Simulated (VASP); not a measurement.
# Cu (P6_3/mmc) in VASP: further runs, part 2 of 2

VASP 6.6.1. Earlier steps stand in the parts before.

**3. Single point, PBE (11.97 Å³/atom)**

This run uses another cell than the first one, of 11.97 Å³/atom.

INCAR reads:

```
PREC = Accurate ; ENCUT = 520
EDIFF = 1E-7 ; ISMEAR = 0
SIGMA = 0.15 ; LREAL = False
LASPH = True ; NELM = 100
ALGO = Fast ; ISIF = 2
LWAVE = False ; LCHARG = False
GGA = PE ; NBANDS = 18
```

KPOINTS reads:

```
Automatic mesh
0
Gamma
  21 21 12
```

POSCAR reads:

```
Cu
1.0
    2.4664113939      0.0000000000      0.0000000000
   -1.2332056970      2.1359749233      0.0000000000
    0.0000000000      0.0000000000      4.5436230698
Cu
2
Direct
    0.3333333333      0.6666666667      0.2500000000
    0.6666666667      0.3333333333      0.7500000000
```

Potentials or basis: VASP PAW PBE potentials, release 64 (Cu).

Launch:

```
$ cat potpaw_PBE.64/Cu/POTCAR > POTCAR
$ mpirun -np 1 vasp_std > vasp.out
```

OUTCAR:

```text
PREC = Accurate
   ENCUT = 520
   EDIFF = 1E-7
   ISMEAR = 0
   LREAL = False
   LASPH = True
   NELM = 100
   ISIF = 2
   GGA = PE

 ion  position               nearest neighbor table
   1  0.333  0.667  0.250-   2 2.68   2 2.68   2 2.68   2 2.68   2 2.68   2 2.68
   2  0.667  0.333  0.750-   1 2.68   1 2.68   1 2.68   1 2.68   1 2.68   1 2.68

  LATTYP: Found a hexagonal cell.
 ALAT       =     2.4664113939
 C/A-ratio  =     1.8422000000

  Lattice vectors:

 A1 = (   2.4664113939,   0.0000000000,   0.0000000000)
[... 192 lines left out ...]
      4       4.4572      2.00000
      5       4.4572      2.00000
      6       4.5793      2.00000
[... 481 lines left out ...]
      5       4.1934      2.00000
      6       4.6501      2.00000
[... 10 lines left out ...]
     17      26.9953      0.00000
     18      29.0613      0.00000

 [... further k-points ...]
[... 5 lines left out ...]
  --------------------------------------------------------------------------------------
  -------------------------------------------------------------------------------------
  Total        1.4909024      1.4909024     -1.6040792     -0.0000000      0.0000000      0.0000000
  in kB       99.7920238     99.7920238   -107.3674003     -0.0000000      0.0000000      0.0000000
  external PRESSURE =      30.7388825 kB  Pullay stress =       0.0000000 kB

 VOLUME and BASIS-vectors are now :
 -----------------------------------------------------------------------------
  energy-cutoff  :      520.00
  volume of cell :       23.94
      direct lattice vectors                 reciprocal lattice vectors
     2.466411394  0.000000000  0.000000000     0.405447365  0.234085145  0.000000000
    -1.233205697  2.135974923  0.000000000     0.000000000  0.468170290  0.000000000
     0.000000000  0.000000000  4.543623070     0.000000000  0.000000000  0.220088679

 POSITION                                       TOTAL-FORCE (eV/Angst)
 -----------------------------------------------------------------------------------
     -0.00000      1.42398      1.13591         0.000000      0.000000      0.000000
      1.23321      0.71199      3.40772        -0.000000     -0.000000      0.000000
 -----------------------------------------------------------------------------------
    total drift:                               -0.000000      0.000000     -0.000000

  FREE ENERGIE OF THE ION-ELECTRON SYSTEM (eV)
  ---------------------------------------------------
  free  energy   TOTEN  =        -7.3330947200 eV

  energy  without entropy=       -7.3278538862  energy(sigma->0) =       -7.33047430
```

OSZICAR:

```text
N       E                     dE             d eps       ncg     rms          rms(c)
DAV:   1     0.123863091475E+03    0.12386E+03   -0.10550E+04 12962   0.218E+03
DAV:   2    -0.296281949682E+01   -0.12683E+03   -0.12035E+03 12114   0.287E+02
DAV:   3    -0.905635902576E+01   -0.60935E+01   -0.58712E+01 13762   0.858E+01
DAV:   4    -0.912132893554E+01   -0.64970E-01   -0.64919E-01 14258   0.950E+00
DAV:   5    -0.912220299183E+01   -0.87406E-03   -0.87403E-03 14850   0.954E-01    0.109E+01
RMM:   6    -0.805828710599E+01    0.10639E+01   -0.11033E+01 14109   0.588E+01    0.633E+00
RMM:   7    -0.735123893206E+01    0.70705E+00   -0.20079E+00 13959   0.264E+01    0.134E+00
RMM:   8    -0.733430054120E+01    0.16938E-01   -0.48695E-02 14522   0.217E+00    0.266E-01
RMM:   9    -0.733285133490E+01    0.14492E-02   -0.10040E-02 14964   0.180E+00    0.351E-02
RMM:  10    -0.733306481738E+01   -0.21348E-03   -0.21200E-03 15261   0.533E-01    0.394E-02
RMM:  11    -0.733308611506E+01   -0.21298E-04   -0.30093E-04 16130   0.164E-01    0.138E-02
RMM:  12    -0.733309421122E+01   -0.80962E-05   -0.70638E-05 16239   0.797E-02    0.685E-03
RMM:  13    -0.733309567327E+01   -0.14621E-05   -0.85403E-06 14983   0.304E-02    0.537E-03
RMM:  14    -0.733309476691E+01    0.90637E-06   -0.20290E-06 14958   0.152E-02    0.554E-04
RMM:  15    -0.733309471997E+01    0.46936E-07   -0.28040E-07  9431   0.508E-03
   1 F= -.73330947E+01 E0= -.73304743E+01  d E =-.524083E-02
```

stdout:

```text
POSCAR found type information on POSCAR Cu
 POSCAR found :  1 types and       2 ions
 scaLAPACK will be used
 LDA part: xc-table for (Slater+PW92), standard interpolation
 POSCAR, INCAR and KPOINTS ok, starting setup
 FFT: planning ... GRIDC
 FFT: planning ... GRID_SOFT
 FFT: planning ... GRID
 WAVECAR not read
 entering main loop
WARNING in EDDRMM: call to ZHEGV failed, returncode =   6  3     18
WARNING in EDDRMM: call to ZHEGV failed, returncode =   6  3     15
WARNING in EDDRMM: call to ZHEGV failed, returncode =   8  4     16
WARNING in EDDRMM: call to ZHEGV failed, returncode =   6  3     17
WARNING in EDDRMM: call to ZHEGV failed, returncode =   8  4     17
 num prob  num prob  num prob  num prob  num prob  num prob  num prob  num prob  num prob WARNING in EDDRMM: call to ZHEGV failed, returncode =   6  3     17
 num prob  num prob  num prob  num prob  num prob  num prob  num prob  num prob  num prob  num prob  num prob  num prob  num prob  num prob  num prob  num prob  num prob  num prob RMM:  15    -0.733309471997E+01    0.46936E-07   -0.28040E-07  9431   0.508E-03
```

Run time: 3.1 min. Hardware: 1 thread of Intel Xeon 8259CL, shared host; peak memory 0.23 GiB.

What came out:

| Item | Value |
| --- | --- |
| Free energy | -7.3331 eV |
| Pressure | 3.1 GPa |
| Band gap on the k mesh | zero (bands 11 and 12 overlap by 6.58 eV) |

Caveat: the stress differs along the axes, from -11 to 10 GPa.

**4. Single point, PBE (11.97 Å³/atom)**

This run uses another cell than the first one, of 11.97 Å³/atom.

INCAR reads:

```
SYSTEM = Cu
ALGO = Fast ; EDIFF = 1E-6
ENCUT = 520 ; GGA = PE
ISIF = 2 ; ISMEAR = 0
LASPH = .True. ; LCHARG = .False.
LREAL = .False. ; LWAVE = .False.
NBANDS = 18 ; NELM = 100
PREC = Accurate ; SIGMA = 0.15
```

KPOINTS reads:

```
k-points
0
Gamma
  21 21 12
  0 0 0
```

POSCAR reads:

```
Cu
1.0
    2.6728930877      0.0000000000      0.0000000000
   -1.3364465439      2.3147933156      0.0000000000
    0.0000000000      0.0000000000      3.8687454552
Cu
2
Direct
    0.3333333333      0.6666666667      0.2500000000
    0.6666666667      0.3333333333      0.7500000000
```

Launch:

```
$ cat potpaw_PBE.64/Cu/POTCAR > POTCAR
$ mpirun -np 1 vasp_std > vasp.out
```

Run time: 3 min. Hardware: 1 thread of Intel Xeon 8259CL, shared host; peak memory 0.23 GiB.

It converged, with:

| Quantity | Value |
| --- | --- |
| Free energy | -7.3286 eV |
| Pressure | 3.2 GPa |
| Band gap on the k mesh | zero (bands 11 and 12 overlap by 5.34 eV) |

Stress tensor (GPa, compression positive):
```
-2.44  0.00  0.00
 0.00 -2.44  0.00
 0.00  0.00 14.35
```

Levels at points of the mesh, in eV from the Fermi level:
```csv
k point,band 8,band 9,band 10,band 11,band 12,band 13,band 14,band 15
"(0.00, 0.00, 0.00)",-2.62,-2.55,-1.66,-1.66,0.31,5.51,19.04,19.04
"(0.00, 0.00, 0.50)",-2.92,-1.85,-1.85,-1.85,-1.85,15.65,15.65,20.49
```

Caveat: the stress differs along the axes, from -2 to 14 GPa.

**5. Summary**

| cell | further INCAR settings | gap on the mesh (eV) | pressure (GPa) |
| --- | --- | --- | --- |
| a = 2.465, b = 2.465, c = 4.275 Å, angles 90.0, 90.0, 120.0°, 2 atoms | ALGO = Fast; EDIFF = 1e-06; NBANDS = 18 | none | 11.4 |
| a = 2.466, b = 2.466, c = 4.544 Å, angles 90.0, 90.0, 120.0°, 2 atoms | ALGO = Fast; EDIFF = 1e-07; NBANDS = 18 | none | 3.1 |
| a = 2.673, b = 2.673, c = 3.869 Å, angles 90.0, 90.0, 120.0°, 2 atoms | ALGO = Fast; EDIFF = 1e-06; NBANDS = 18 | none | 3.2 |

Alike in all rows: task single point; level PBE; potentials or basis VASP PAW PBE potentials, release 64 (Cu); no spin polarisation; k mesh 21 × 21 × 12; cutoff (eV) 520; smearing gaussian 0.15 eV.

Caveats: the stress differs along the axes, from 4 to 15 GPa (at least some runs); the stress differs along the axes, from -11 to 10 GPa (at least some runs); the stress differs along the axes, from -2 to 14 GPa (at least some runs).

Absolute energies hang on the potentials; compare differences alone.
